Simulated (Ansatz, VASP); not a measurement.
## CdS: VASP beside Ansatz

```
Cd S
1.0
     0.00000    3.10587    3.10587
     3.10587    0.00000    3.10587
     3.10587    3.10587    0.00000
Cd S
1 1
Cartesian
  0.0000 0.0000 0.0000
  1.5529 1.5529 1.5529
```

Change from the starting cell: hydrostatic strain +5.7%.

Alike in both runs: task single point; functional HSE06; k mesh 6 × 6 × 6; no spin polarisation.

|  | VASP | Ansatz |
| --- | --- | --- |
| version | VASP 6.6.1 | Ansatz 0.2.0 |
| potentials or method | VASP PAW PBE potentials, release 64 (Cd, S) | plane waves, PAW |
| plane-wave cutoff (eV) | 520 | 420 |
| occupations | gaussian, width 0.01 eV | fixed |
| valence electrons in the cell | 18 | 26 |

|  | VASP | Ansatz | Ansatz less VASP |
| --- | --- | --- | --- |
| gap on the k mesh at the Fermi level (eV) | 1.66 | 1.67 | +0.002 |
| pressure (GPa) | -6.6 | -6.7 | -0.13 |

VASP's potentials hold 18 valence electrons a cell and Ansatz's 26, so a difference there can come from the potentials and not from the codes. Ansatz's warnings: stress exchange threshold loose, stress scf threshold loose.
